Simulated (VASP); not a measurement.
# PtSe2 (P4/mmm) in VASP: a series of runs, part 3 of 3

VASP 6.6.1. The steps go on from the part before.

### 5 Relaxation of cell and atoms, PBE

This run uses another cell than the first one, of 28.39 Å³/atom, 1.373 times its volume.

INCAR

```
  PREC = Accurate
  ENCUT = 600
  EDIFF = 1E-7
  ISMEAR = 0
  SIGMA = 0.1
  LREAL = False
  LASPH = True
  NELM = 100
  ALGO = Normal
  ISIF = 3
  LWAVE = False
  LCHARG = False
  GGA = PE
  IBRION = 2
  NSW = 90
  EDIFFG = -0.04
```

KPOINTS

```
regular mesh
0
Gamma
  4 4 4
```

POSCAR

```
PtSe2
1.0
    4.7470350200      0.0000000000      0.0000000000
    0.0000000000      4.7470350200      0.0000000000
    0.0000000000      0.0000000000      3.7790022600
Pt Se
1 2
Direct
    0.5000000000      0.5000000000      0.0000000000
    0.0000000000      0.0000000000      0.2680328300
    0.0000000000      0.0000000000      0.7319671700
```

Potentials or basis: VASP PAW PBE potentials, release 64 (Pt, Se).

Run with:

```
$ cat potpaw_PBE.64/Pt/POTCAR potpaw_PBE.64/Se/POTCAR > POTCAR
$ mpirun -np 1 vasp_std > vasp.out
```

OUTCAR:

```text
PREC = Accurate
   ENCUT = 600
   EDIFF = 1E-7
   ISMEAR = 0
   LREAL = False
   LASPH = True
   NELM = 100
   ISIF = 3
   GGA = PE
   IBRION = 2
   NSW = 90
   EDIFFG = -0.04

 ion  position               nearest neighbor table
   1  0.500  0.500  0.000-
   2  0.000  0.000  0.268-   3 1.75   3 2.03
   3  0.000  0.000  0.732-   2 1.75   2 2.03

  LATTYP: Found a simple tetragonal cell.
 ALAT       =     4.7470350200
 C/A-ratio  =     0.7960763390

  Lattice vectors:

 A1 = (   4.7470350200,   0.0000000000,   0.0000000000)
 A2 = (   0.0000000000,   4.7470350200,   0.0000000000)
 A3 = (   0.0000000000,   0.0000000000,   3.7790022600)

Analysis of symmetry for initial positions (statically):
=====================================================================
 Subroutine PRICEL returns:
 Original cell was already a primitive cell.

 Routine SETGRP: Setting up the symmetry group for a
 simple tetragonal supercell.

 Subroutine GETGRP returns: Found 16 space group operations
 (whereof 16 operations were pure point group operations)
 out of a pool of 16 trial point group operations.
[... 157 lines left out ...]
  ---------------------------------------------------
  free energy    TOTEN  =        -1.55881876 eV

  energy without entropy =       -1.53367368  energy(sigma->0) =       -1.54624622

------------------------ aborting loop because EDIFF is reached ----------------------------------------

  FORCE on cell =-STRESS in cart. coord.  units (eV):
  Direction    XX          YY          ZZ          XY          YZ          ZX
  --------------------------------------------------------------------------------------
  -------------------------------------------------------------------------------------
  Total       -3.7861133     -3.7861133     67.7071201      0.0000000      0.0000000     -0.0000000
  in kB      -71.2331517    -71.2331517   1273.8635204      0.0000000      0.0000000     -0.0000000
  external PRESSURE =     377.1324057 kB  Pullay stress =       0.0000000 kB
[... 1407 lines left out ...]
      2      -7.9621      2.00000
      3      -0.2465      2.00000
      4      -0.2465      2.00000
      5       0.8484      2.00000
      6       0.8484      2.00000
      7       1.7195      2.00000
      8       2.8651      2.00000
      9       3.1378      2.00000
     10       3.6624      2.00000
     11       4.8052      1.99882
     12       4.8052      1.99882
     13       5.2661      0.00106
     14       6.0733      0.00000
     15       8.0929      0.00000

[... ionic steps 4 to 42 ...]

--------------------------------------- Ionic step       43  -------------------------------------------

 number of electron      21.9999995 magnetization

------------------------ aborting loop because EDIFF is reached ----------------------------------------
[... 69 lines left out ...]
--------------------------------------- Ionic step       45  -------------------------------------------

 number of electron      21.9999988 magnetization

 Free energy of the ion-electron system (eV)
  ---------------------------------------------------
  ext. energy  EPLUGINS =         0.00000000
  ---------------------------------------------------
  free energy    TOTEN  =       -12.29974460 eV

  energy without entropy =      -12.28731943  energy(sigma->0) =      -12.29353202

 E-fermi :   6.1995     XC(G=0): -10.6233

 val. band max:        6.1801957868   @ k =   0.2500   0.0000   0.2500
 cond. band min:       6.3793597845   @ k =   0.5000   0.2500   0.5000
 fundamental gap:      0.1991639977
 Fermi energy:         6.1994918081
[... 352 lines left out ...]
  FREE ENERGIE OF THE ION-ELECTRON SYSTEM (eV)
  ---------------------------------------------------
  free  energy   TOTEN  =       -12.2997446030 eV

  energy  without entropy=      -12.2873194303  energy(sigma->0) =      -12.29353202

 reached required accuracy - stopping structural energy minimisation
```

OSZICAR:

```text
N       E                     dE             d eps       ncg     rms          rms(c)
DAV:   1     0.126587029145E+03    0.12659E+03   -0.10192E+04   540   0.139E+03
DAV:   2     0.412483254682E+01   -0.12246E+03   -0.11738E+03   727   0.227E+02
DAV:   3    -0.177210221912E+01   -0.58969E+01   -0.58484E+01   694   0.534E+01
[... 524 lines left out ...]
DAV:   4    -0.122997530585E+02    0.37978E-03   -0.12252E-03   582   0.227E-01    0.379E-02
DAV:   5    -0.122997442112E+02    0.88474E-05   -0.98528E-05   575   0.671E-02    0.147E-02
DAV:   6    -0.122997442230E+02   -0.11828E-07   -0.82930E-06   617   0.228E-02    0.669E-03
DAV:   7    -0.122997445411E+02   -0.31807E-06   -0.97972E-07   568   0.690E-03    0.199E-03
DAV:   8    -0.122997446030E+02   -0.61962E-07   -0.60500E-08   396   0.191E-03
  45 F= -.12299745E+02 E0= -.12293532E+02  d E =-.130302E-02
```

Run time: 6.5 min. Hardware: 1 thread of Intel Xeon 6975P-C (Granite Rapids), shared host; peak memory 0.24 GiB.

What came out:

```
Free energy                            : -12.2997 eV
Relaxed volume                         : 20.77 Å³/atom
Relaxed cell                           : a = 3.315 Å, b = 3.315 Å, c = 5.669 Å, α = 90.00°, β = 90.00°, γ = 90.00°
Space group after relaxing (to 0.05 Å) : P4/mmm (No. 123)
Energy gained by relaxing              : 3580.3 meV/atom
Ionic steps                            : 45
Pressure after relaxing                : -0.1 GPa
Largest force after relaxing           : 0.032 eV/Å
Band gap on the k mesh                 : zero (band 11 reaches 7.80 eV, above the bottom of band 12 at 5.58 eV)
```

Forces in eV/Å, atoms in the order of the input:
```
Pt   0.000  0.000  0.000
Se   0.000  0.000 -0.032
Se   0.000  0.000  0.032
```

The path:
| step | energy change (eV) | largest force (eV/Å) | pressure (GPa) | volume (Å³) |
| --- | --- | --- | --- | --- |
| 1 | 0.0000 | 16.5221 | 37.71 | 85.16 |
| 3 | 44.9447 | 224.9117 | 153.62 | 96.42 |
| 5 | 39.4258 | 201.2667 | 156.60 | 88.98 |
| 7 | 38.2370 | 193.9559 | 156.21 | 86.12 |
| 9 | 37.9715 | 192.1721 | 155.73 | 85.40 |
| 11 | 37.9066 | 191.7367 | 155.67 | 85.22 |
| 13 | 37.8904 | 191.6290 | 155.67 | 85.17 |
| 15 | 37.8864 | 191.6022 | 155.67 | 85.16 |
| 17 | 37.8854 | 191.5948 | 155.67 | 85.16 |
| 19 | 37.8852 | 191.5935 | 155.67 | 85.16 |
| 21 | -2.4628 | 16.7299 | 20.92 | 92.21 |
| 23 | -5.8270 | 1.0412 | 3.62 | 98.68 |
| 25 | -5.8177 | 7.4848 | 5.79 | 102.41 |
| 27 | -6.1827 | 3.5859 | 3.60 | 101.35 |
| 29 | -7.1340 | 0.8890 | -4.47 | 104.45 |
| 31 | -7.5193 | 0.8929 | -9.27 | 104.67 |
| 33 | -9.9498 | 0.1148 | -10.85 | 77.24 |
| 35 | -10.5899 | 0.0319 | -6.05 | 68.05 |
| 37 | -10.7165 | 0.3089 | 0.42 | 62.90 |
| 39 | -10.7299 | 0.1191 | -1.24 | 63.60 |
| 41 | -10.7385 | 0.0204 | -0.38 | 62.74 |
| 43 | -10.7396 | 0.0371 | 0.15 | 62.27 |
| 45 | -10.7409 | 0.0321 | -0.15 | 62.31 |

Final structure:
```xyz
3
Lattice="3.3154 0.0000 0.0000 0.0000 3.3154 0.0000 0.0000 0.0000 5.6692" Properties=species:S:1:pos:R:3 pbc="T T T"
Pt    1.6577    1.6577    0.0000
Se    0.0000    0.0000    1.5147
Se    0.0000    0.0000    4.1545
```

Levels at points of the mesh, in eV from the Fermi level:
```tsv
k point	band 7	band 8	band 9	band 10	band 11	band 12	band 13	band 14	band 15
(0.00, 0.00, 0.00)	-2.73	-2.38	-1.71	-1.71	1.60	1.79	1.79	2.04	6.48
(0.50, 0.00, 0.00)	-3.63	-2.66	-2.66	-1.50	0.59	0.89	1.71	3.01	5.62
(0.50, 0.50, 0.00)	-5.38	-2.85	-1.42	-0.10	0.51	0.76	0.76	3.42	3.42
(0.00, 0.00, 0.50)	-3.71	-2.38	-1.55	-0.90	-0.90	0.69	0.69	3.35	4.34
(0.50, 0.00, 0.50)	-3.33	-2.67	-2.20	-1.41	-0.52	-0.42	1.93	4.37	6.24
(0.50, 0.50, 0.50)	-3.95	-2.71	-2.54	-1.42	-0.62	-0.62	0.73	1.83	2.64
```

Caveat: the k points lie up to 0.47 Å⁻¹ apart in the final cell; the volume moved by over 15 % at a fixed basis, so the end points are rough; spin-orbit coupling is left out, which moves the levels of the heavy elements.

### 6 Relaxation of cell and atoms, PBE

INCAR

```
SYSTEM = PtSe2
PREC = Accurate
ENCUT = 600
EDIFF = 1E-7
ISMEAR = 0
SIGMA = 0.1
LREAL = .False.
LASPH = .True.
NELM = 60
ALGO = Normal
ISIF = 3
LWAVE = .False.
LCHARG = .False.
GGA = PE
IBRION = 2
NSW = 90
EDIFFG = -0.04
```

KPOINTS

```
Automatic mesh
0
Gamma
  6 6 4
  0 0 0
```

POSCAR

```
PtSe2
1.0
    3.2972340360      0.0000000000      0.0000000000
    0.0000000000      3.2972340360      0.0000000000
    0.0000000000      0.0000000000      5.7064444731
Pt Se
1 2
Direct
    0.5000000000      0.5000000000      0.0000000000
    0.0000000000      0.0000000000      0.2675669129
    0.0000000000      0.0000000000      0.7324330871
```

Potentials or basis: VASP PAW PBE potentials, release 64 (Pt, Se).

Run with:

```
$ cat potpaw_PBE.64/Pt/POTCAR potpaw_PBE.64/Se/POTCAR > POTCAR
$ mpirun -np 1 vasp_std > vasp.out
```

It took 60 s on 1 thread of Intel Xeon 6975P-C (Granite Rapids), shared host; peak memory 0.22 GiB.

Results (log left out):

```yaml
Free_energy: -12.2808 eV
Relaxed_volume: 20.96 Å³/atom
Relaxed_cell: a = 3.311 Å, b = 3.311 Å, c = 5.735 Å, α = 90.00°, β = 90.00°, γ = 90.00°
Space_group_after_relaxing_to_0.05_Å: P4/mmm (No. 123)
Energy_gained_by_relaxing: 1.9 meV/atom
Ionic_steps: 7
Pressure_after_relaxing: -0.2 GPa
Band_gap_on_the_k_mesh: zero (band 11 reaches 7.38 eV, above the bottom of band 12 at 5.60 eV)
```

The path:
| step | energy change (eV) | largest force (eV/Å) | pressure (GPa) | volume (Å³) |
| --- | --- | --- | --- | --- |
| 1 | 0.0000 | 0.1166 | 0.20 | 62.04 |
| 2 | -0.0014 | 0.1192 | -0.06 | 62.27 |
| 3 | -0.0035 | 0.1086 | -0.78 | 62.97 |
| 4 | -0.0041 | 0.0949 | -0.70 | 62.95 |
| 5 | -0.0053 | 0.0476 | -0.46 | 62.92 |
| 6 | -0.0051 | 0.0726 | 0.06 | 62.85 |
| 7 | -0.0057 | 0.0004 | -0.24 | 62.89 |

Final structure:
```
CELL_PARAMETERS angstrom
3.31144 0.00000 0.00000
0.00000 3.31144 0.00000
0.00000 0.00000 5.73520
ATOMIC_POSITIONS crystal
Pt 0.50000 0.50000 0.00000
Se 0.00000 0.00000 0.26080
Se 0.00000 0.00000 0.73920
```

Levels at points of the mesh, in eV from the Fermi level:
```
           k point  band 7  band 8  band 9  band 10  band 11  band 12  band 13  band 14  band 15
(0.00, 0.00, 0.00)   -2.75   -2.49   -1.68    -1.68     1.25     1.73     1.73     2.02     6.39
(0.50, 0.00, 0.00)   -3.69   -2.79   -2.77    -1.58     0.50     1.03     1.81     2.72     5.61
(0.50, 0.50, 0.00)   -5.38   -2.93   -1.51    -0.08     0.44     0.68     0.68     2.38     3.50
(0.00, 0.00, 0.50)   -3.77   -2.49   -1.69    -1.04    -1.04     0.81     0.81     3.20     4.45
(0.50, 0.00, 0.50)   -3.43   -2.77   -2.54    -1.50    -0.48    -0.32     1.88     4.32     5.88
(0.50, 0.50, 0.50)   -4.15   -2.80   -2.27    -1.51    -0.53    -0.53     0.62     1.59     2.68
```

Caveat: spin-orbit coupling is left out, which moves the levels of the heavy elements.

### 7 Overview

| task | cell | k mesh | cutoff (eV) | gap on the mesh (eV) | pressure (GPa) | relaxed volume (Å³/atom) | largest force (eV/Å) |
| --- | --- | --- | --- | --- | --- | --- | --- |
| single point | a = 3.297, b = 3.297, c = 5.706 Å, 3 atoms | 4 × 4 × 4 | 520 | none | 0.1 | - | 0.01 |
| single point | a = 4.747, b = 4.747, c = 3.779 Å, 3 atoms | 4 × 4 × 4 | 520 | none | 37.7 | - | 16.52 |
| single point | a = 3.320, b = 3.320, c = 5.688 Å, 3 atoms | 6 × 6 × 4 | 520 | none | -0.1 | - | 0.04 |
| relaxation of cell and atoms | relaxed from a = 4.747, b = 4.747, c = 3.779 Å, 3 atoms | 4 × 4 × 4 | 600 | none | -0.1 | 20.77 | 0.03 |
| relaxation of cell and atoms | relaxed from a = 3.297, b = 3.297, c = 5.706 Å, 3 atoms | 6 × 6 × 4 | 600 | none | -0.2 | 20.96 | - |

Alike in all rows: level PBE; potentials or basis VASP PAW PBE potentials, release 64 (Pt, Se); no spin polarisation; smearing gaussian 0.1 eV.

Caveats: some runs use coarse meshes; spin-orbit coupling is left out, which moves the levels of the heavy elements; forces of over 1 eV/Å act on the atoms, so gaps and moduli don't describe the material at rest (some runs); the volume moved by over 15 % at a fixed basis, so the end points are rough (some runs).

Absolute energies hang on the potentials; compare differences alone.
